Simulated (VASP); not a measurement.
# MgO (e600.b) (Fm-3m) in VASP: further runs

MgO (e600.b) is run at these levels: PBE; tasks: single point.

All numbers are computed with VASP 6.6.1; they aren't measurements. Logs are shortened: lines on timing, memory, paths and dates and some standing lists are left out, and cuts for length are marked.

### 1 The cell of the first run

Symmetry: Fm-3m, No. 225, cubic system. Conventional cell: a = 4.167 Å, b = 4.167 Å, c = 4.167 Å, α = 90.00°, β = 90.00°, γ = 90.00°. Within 2.8 Å of Mg (site symmetry m-3m) lie 6 O at 2.08 Å. O (site symmetry m-3m) has 6 Mg at 2.08 Å within 2.8 Å.

### 2 Single point, PBE (volume scaled by 0.94)

INCAR reads:

```
ALGO     = Normal         # electronic algorithm
EDIFF    = 1E-6           # SCF threshold, eV
ENCUT    = 600            # plane-wave cutoff, eV
GGA      = PE             # functional
GGA_COMPAT= F            
ISIF     = 2              # what is computed and relaxed
ISMEAR   = 0              # smearing method
LASPH    = T              # aspherical terms in the spheres
LCHARG   = F              # write CHGCAR
LREAL    = F              # projectors in reciprocal space
LWAVE    = F              # write WAVECAR
NBANDS   = 11             # bands
NELM     = 120            # most SCF steps
PREC     = Accurate       # precision mode
SIGMA    = 0.02           # smearing width, eV
```

KPOINTS reads:

```
k-points
0
Gamma
  10 10 10
```

POSCAR reads:

```
MgO
1.0
    0.0000000000      2.0835794501      2.0835794501
    2.0835794501      0.0000000000      2.0835794501
    2.0835794501      2.0835794501      0.0000000000
Mg O
1 1
Direct
    0.0000000000      0.0000000000      0.0000000000
    0.5000000000      0.5000000000      0.5000000000
```

Potentials or basis: VASP PAW PBE potentials, release 64 (Mg, O).

Started as:

```console
cat potpaw_PBE.64/Mg/POTCAR potpaw_PBE.64/O/POTCAR > POTCAR
mpirun -np 1 vasp_std > vasp.out
```

OUTCAR:

```text
EDIFF = 1E-6
   ENCUT = 600
   GGA = PE
   ISIF = 2
   ISMEAR = 0
   LASPH = T
   LREAL = F
   NELM = 120
   PREC = Accurate

 ion  position               nearest neighbor table
   1  0.000  0.000  0.000-   2 2.08   2 2.08   2 2.08   2 2.08   2 2.08   2 2.08
   2  0.500  0.500  0.500-   1 2.08   1 2.08   1 2.08   1 2.08   1 2.08   1 2.08

  LATTYP: Found a face centered cubic cell.
 ALAT       =     4.1671589002

  Lattice vectors:

 A1 = (   0.0000000000,   2.0835794501,   2.0835794501)
 A2 = (   2.0835794501,   0.0000000000,   2.0835794501)
 A3 = (   2.0835794501,   2.0835794501,   0.0000000000)

Analysis of symmetry for initial positions (statically):
=====================================================================
 Subroutine PRICEL returns:
 Original cell was already a primitive cell.

 Routine SETGRP: Setting up the symmetry group for a
 face centered cubic supercell.

 Subroutine GETGRP returns: Found 48 space group operations
[... 9 lines left out ...]

 Routine SETGRP: Setting up the symmetry group for a
 face centered cubic supercell.

 Subroutine GETGRP returns: Found 48 space group operations
[... 11 lines left out ...]
                                     Primitive cell

  volume of cell :      18.0909

  direct lattice vectors                    reciprocal lattice vectors
     0.000000000  2.083579450  2.083579450    -0.239971651  0.239971651  0.239971651
     2.083579450  0.000000000  2.083579450     0.239971651 -0.239971651  0.239971651
     2.083579450  2.083579450  0.000000000     0.239971651  0.239971651 -0.239971651

  length of vectors
     2.946626317  2.946626317  2.946626317     0.415643091  0.415643091  0.415643091

  position of ions in fractional coordinates (direct lattice)
     0.000000000  0.000000000  0.000000000
     0.500000000  0.500000000  0.500000000

  ion indices of the primitive-cell ions
   primitive index   ion index
                 1           1
                 2           2

----------------------------------------------------------------------------------------

 KPOINTS: k-points

Automatic generation of k-mesh.
 Grid dimensions read from file:
 generate k-points for:   10   10   10

 Generating k-lattice:

  Cartesian coordinates                     Fractional coordinates (reciprocal lattice)
    -0.023997165  0.023997165  0.023997165     0.100000000  0.000000000  0.000000000
     0.023997165 -0.023997165  0.023997165     0.000000000  0.100000000  0.000000000
     0.023997165  0.023997165 -0.023997165     0.000000000  0.000000000  0.100000000

  Length of vectors
     0.041564309  0.041564309  0.041564309

  Shift w.r.t. Gamma in fractional coordinates (k-lattice)
     0.000000000  0.000000000  0.000000000

 Subroutine IBZKPT returns following result:
 ===========================================

 Found     47 irreducible k-points:

 Following reciprocal coordinates:
            Coordinates               Weight
  0.000000  0.000000  0.000000      1.000000
  0.100000  0.000000  0.000000      8.000000
  0.200000  0.000000  0.000000      8.000000
  0.300000  0.000000  0.000000      8.000000
  0.400000  0.000000  0.000000      8.000000
  0.500000  0.000000  0.000000      4.000000
[... 16 lines left out ...]
  0.300000  0.300000  0.000000      6.000000
  0.400000  0.300000  0.000000     24.000000
 [... further k-points ...]
   k-points           NKPTS =     47   k-points in BZ     NKDIM =     47   number of bands    NBANDS=     11
   number of dos      NEDOS =    301   number of ions     NIONS =      2
   total plane-waves  NPLWV =  13824
   dimension x,y,z NGX =    24 NGY =   24 NGZ =   24
   dimension x,y,z NGXF=    48 NGYF=   48 NGZF=   48
   ions per type =               1   1
   NGX,Y,Z   is equivalent  to a cutoff of  13.54, 13.54, 13.54 a.u.
   NGXF,Y,Z  is equivalent  to a cutoff of  27.08, 27.08, 27.08 a.u.
 SYSTEM =  unknown system
   PREC   = accura    normal or accurate (medium, high low for compatibility)
   ISTART =      0    job   : 0-new  1-cont  2-samecut
   ICHARG =      2    charge: 1-file 2-atom 10-const
   ISPIN  =      1    spin polarized calculation?
   LNONCOLLINEAR =      F non collinear calculations
   LSORBIT =      F    spin-orbit coupling
   LASPH  =      T    aspherical Exc in radial PAW
   ENCUT  =  600.0 eV  44.10 Ry    6.64 a.u.   5.89  5.89  5.89*2*pi/ulx,y,z
   NELM   =    120;   NELMIN=  2; NELMDL= -5     # of ELM steps
   EDIFF  = 0.1E-05   stopping-criterion for ELM
   LREAL  =      F    real-space projection
   EDIFFG = 0.1E-04   stopping-criterion for IOM
   NSW    =      0    number of steps for IOM
   IBRION =     -1    ionic relax: 0-MD 1-quasi-New 2-CG
   NFREE  =      0    steps in history (QN), initial steepest desc. (CG)
   ISIF   =      2    stress and relaxation
   ISYM   =      2    0-nonsym 1-usesym 2-fastsym
   POTIM  = 0.5000    time-step for ionic-motion
   TEBEG  =    0.0;   TEEND  =   0.0 temperature during run
   PSTRESS=    0.0 pullay stress
   NELECT =       8.0000    total number of electrons
   NUPDOWN=      -1.0000    fix difference up-down
   EMIN   =  10.00;   EMAX   =-10.00  energy-range for DOS
   EFERMI =   0.00;   METHOD = LEGACY
   ISMEAR =     0;   SIGMA  =   0.02  broadening in eV -4-tet -1-fermi 0-gaus
   EFERMI_NEDOS =   21; number of points for ismear=-14 and -15
   IALGO  =     38    algorithm
   IMIX   =      4    mixing-type and parameters
     AMIX     =   0.40;   BMIX     =  1.00
     AMIX_MAG =   1.60;   BMIX_MAG =  1.00
  volume/ion in A,a.u.               =       9.05        61.04
  Fermi-wavevector in a.u.,A,eV,Ry     =   1.247244  2.356949 21.165463  1.555618
  Thomas-Fermi vector in A             =   2.381385
   LORBIT       =      0    0 simple, 1 ext, 2 COOP (PROOUT), +10 PAW based schemes
   GGA     = PE    functional components
   LHFCALC =     F    Hartree Fock is set to
   AEXX    =    0.0000 exact exchange contribution
   IVDW    =     0    specifies the selected vdW correction
   LEPSILON=     F    determine dielectric tensor
   LRPA    =     F    only Hartree local field effects (RPA)
 non-spin polarized calculation
 Gauss-broadening in eV      SIGMA  =   0.02
  energy-cutoff  :      600.00
  volume of cell :       18.09
 maximum number of plane-waves:       620
   NGX = 11   NGY = 11   NGZ = 11

 number of electron       8.0000001 magnetization

 Free energy of the ion-electron system (eV)
  ---------------------------------------------------
  ext. energy  EPLUGINS =         0.00000000
  ---------------------------------------------------
  free energy    TOTEN  =       -11.88337542 eV

  energy without entropy =      -11.88337542  energy(sigma->0) =      -11.88337542

 E-fermi :   3.6315     XC(G=0): -11.2316

 val. band max:        3.4303753229   @ k =   0.0000   0.0000   0.0000
 cond. band min:       8.4777800824   @ k =   0.0000   0.0000   0.0000
 fundamental gap:      5.0474047595
 Fermi energy:         3.6315406721

 k-point     1 :       0.0000    0.0000    0.0000
  band No.  band energies     occupation
      1     -14.0001      2.00000
      2       3.4304      2.00000
      3       3.4304      2.00000
      4       3.4304      2.00000
      5       8.4778      0.00000
      6      19.4148      0.00000
      7      19.4148      0.00000
      8      19.4148      0.00000
      9      23.4161      0.00000
     10      25.2294      0.00000
     11      25.2294      0.00000

 k-point     2 :       0.1000    0.0000    0.0000
  band No.  band energies     occupation
      1     -13.8885      2.00000
      2       2.7728      2.00000
      3       3.3590      2.00000
      4       3.3590      2.00000
      5       9.1026      0.00000
      6      18.1559      0.00000
      7      19.6672      0.00000
      8      19.6672      0.00000
      9      24.5471      0.00000
     10      24.5471      0.00000
     11      25.1335      0.00000

 k-point     3 :       0.2000    0.0000    0.0000
  band No.  band energies     occupation
      1     -13.5809      2.00000
      2       1.4199      2.00000
      3       3.1782      2.00000
      4       3.1782      2.00000
      5      10.2943      0.00000
      6      16.6529      0.00000
      7      20.1925      0.00000
      8      20.1925      0.00000
      9      23.8673      0.00000
     10      23.8673      0.00000
     11      26.2188      0.00000

 k-point     4 :       0.3000    0.0000    0.0000
  band No.  band energies     occupation
      1     -13.1640      2.00000
      2       0.0517      2.00000
      3       2.9657      2.00000
      4       2.9657      2.00000
      5      11.1977      0.00000
      6      16.0287      0.00000
      7      20.3681      0.00000
      8      20.3681      0.00000
      9      24.3064      0.00000
     10      24.3064      0.00000
     11      25.6137      0.00000

 k-point     5 :       0.4000    0.0000    0.0000
  band No.  band energies     occupation
      1     -12.7885      2.00000
      2      -0.9545      2.00000
      3       2.8017      2.00000
      4       2.8017      2.00000
      5      11.5046      0.00000
      6      16.2033      0.00000
      7      20.1837      0.00000
      8      20.1837      0.00000
      9      25.0302      0.00000
     10      25.5873      0.00000
     11      25.5873      0.00000
[... 211 lines left out ...]
 k-point    21 :      -0.3000    0.2000    0.0000
  band No.  band energies     occupation
      1     -12.7065      2.00000
      2      -0.3455      2.00000
      3       1.5571      2.00000
      4       2.7423      2.00000
      5      12.9800      0.00000
      6      15.6006      0.00000
      7      17.9996      0.00000
      8      21.1530      0.00000
      9      24.0041      0.00000
     10      24.9273      0.00000
     11      29.0737      0.00000

 k-point    22 :      -0.2000    0.2000    0.0000
  band No.  band energies     occupation
      1     -13.0406      2.00000
      2       0.2558      2.00000
      3       2.0432      2.00000
      4       2.9597      2.00000
      5      12.1945      0.00000
      6      15.5148      0.00000
      7      18.9119      0.00000
      8      21.6213      0.00000
      9      22.1515      0.00000
     10      25.1799      0.00000
     11      28.8455      0.00000

 k-point    23 :       0.3000    0.3000    0.0000
  band No.  band energies     occupation
      1     -12.9513      2.00000
      2       0.1938      2.00000
      3       2.4604      2.00000
      4       2.4604      2.00000
      5      12.6292      0.00000
      6      13.9313      0.00000
      7      18.2220      0.00000
      8      21.7633      0.00000
      9      21.7633      0.00000
     10      27.9417      0.00000
     11      31.4798      0.00000

 k-point    24 :       0.4000    0.3000    0.0000
  band No.  band energies     occupation
      1     -12.6880      2.00000
      2      -0.2504      2.00000
      3       2.0809      2.00000
      4       2.3076      2.00000
      5      13.2934      0.00000
      6      13.7489      0.00000
      7      17.3817      0.00000
      8      22.0378      0.00000
      9      22.2501      0.00000
     10      28.7189      0.00000
     11      31.0638      0.00000

 [... further k-points ...]

------------------------ aborting loop because EDIFF is reached ----------------------------------------

  FORCE on cell =-STRESS in cart. coord.  units (eV):
  Direction    XX          YY          ZZ          XY          YZ          ZX
  --------------------------------------------------------------------------------------
  -------------------------------------------------------------------------------------
  Total        1.0685757      1.0685757      1.0685757     -0.0000000      0.0000000      0.0000000
  in kB       94.6358467     94.6358467     94.6358467     -0.0000000      0.0000000      0.0000000
  external PRESSURE =      94.6358467 kB  Pullay stress =       0.0000000 kB

 VOLUME and BASIS-vectors are now :
 -----------------------------------------------------------------------------
  energy-cutoff  :      600.00
  volume of cell :       18.09
      direct lattice vectors                 reciprocal lattice vectors
     0.000000000  2.083579450  2.083579450    -0.239971651  0.239971651  0.239971651
     2.083579450  0.000000000  2.083579450     0.239971651 -0.239971651  0.239971651
     2.083579450  2.083579450  0.000000000     0.239971651  0.239971651 -0.239971651

 POSITION                                       TOTAL-FORCE (eV/Angst)
 -----------------------------------------------------------------------------------
      0.00000      0.00000      0.00000        -0.000000     -0.000000      0.000000
      2.08358      2.08358      2.08358         0.000000      0.000000     -0.000000
 -----------------------------------------------------------------------------------
    total drift:                               -0.000000     -0.000000      0.000000

  FREE ENERGIE OF THE ION-ELECTRON SYSTEM (eV)
  ---------------------------------------------------
  free  energy   TOTEN  =       -11.8833754175 eV

  energy  without entropy=      -11.8833754175  energy(sigma->0) =      -11.88337542
```

Run time: 3.9 s. Hardware: 1 thread of Intel Xeon 6975P-C (Granite Rapids), shared host; peak memory 0.14 GiB.

Results:

| Property | Result |
| --- | --- |
| Free energy | -11.8834 eV |
| Pressure | 9.5 GPa |
| Band gap on the k mesh | 5.05 eV, direct |

### 3 Single point, PBE (volume scaled by 0.91)

INCAR reads:

```
SYSTEM = MgO
ALGO = Normal
EDIFF = 1E-6
ENCUT = 600
GGA = PE
GGA_COMPAT = .FALSE.
ISIF = 2
ISMEAR = 0
LASPH = .TRUE.
LCHARG = .TRUE.
LELF = .TRUE.
LREAL = .FALSE.
LVHAR = .TRUE.
LWAVE = .FALSE.
NBANDS = 11
NELM = 120
PREC = Accurate
SIGMA = 0.02
```

KPOINTS reads:

```
k-points
0
G
  10 10 10
  0 0 0
```

POSCAR reads:

```
MgO
1.0
    0.0000000000      2.0611736335      2.0611736335
    2.0611736335      0.0000000000      2.0611736335
    2.0611736335      2.0611736335      0.0000000000
Mg O
1 1
Direct
    0.0000000000      0.0000000000      0.0000000000
    0.5000000000      0.5000000000      0.5000000000
```

Potentials or basis: VASP PAW PBE potentials, release 64 (Mg, O).

Started as:

```console
cat potpaw_PBE.64/Mg/POTCAR potpaw_PBE.64/O/POTCAR > POTCAR
mpirun -np 1 vasp_std > vasp.out
```

Run time: 4.5 s. Hardware: 1 thread of Intel Xeon 6975P-C (Granite Rapids), shared host; peak memory 0.14 GiB.

The run converged. Its results:

```yaml
Free_energy: -11.8361 eV
Pressure: 16.1 GPa
Band_gap_on_the_k_mesh: 5.38 eV, direct
```

Levels at points of the mesh, in eV from the valence-band top:
```tsv
k point	band 1	band 2	band 3	band 4	band 5	band 6	band 7	band 8	band 9
(0.00, 0.00, 0.00)	-17.61	0.00	0.00	0.00	5.38	16.17	16.17	16.17	20.26
(0.50, 0.00, 0.00)	-16.15	-4.91	-0.73	-0.73	8.32	13.35	16.99	16.99	21.90
(0.50, 0.50, 0.00)	-15.87	-4.35	-1.44	-1.44	9.19	10.70	13.80	19.98	19.98
```

(Part 1 of 2 ends here.)
